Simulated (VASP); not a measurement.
The system is BaTe.

```
CELL_PARAMETERS angstrom
4.24482 0.00000 0.00000
0.00000 4.24482 0.00000
0.00000 0.00000 4.24482
ATOMIC_POSITIONS crystal
Ba 0.00000 0.00000 0.00000
Te 0.50000 0.50000 0.50000
```

Base run:

- Program: VASP 6.6.1
- Functional: HSE06
- Potentials or basis: VASP PAW PBE potentials, release 64 (Ba_sv, Te)
- Cutoff: 520 eV
- k mesh: 4 × 4 × 4
- Occupations: gaussian, width 0.01 eV
- Spin: no spin polarisation

Its results: band gap on the k mesh 1.44 eV (least direct gap 1.65 eV); pressure 0.0 GPa.

Q: The run is repeated on the same cell with these changes: functional from HSE06 to r2SCAN. What comes out?

A: Band gap on the k mesh 1.09 eV (least direct gap 1.37 eV); pressure 0.6 GPa.

Caveats: the PAW data sets were made with another functional, which shifts forces and pressure a little; spin-orbit coupling is left out, which moves the levels of the heavy elements.

A k mesh can miss the band edges.
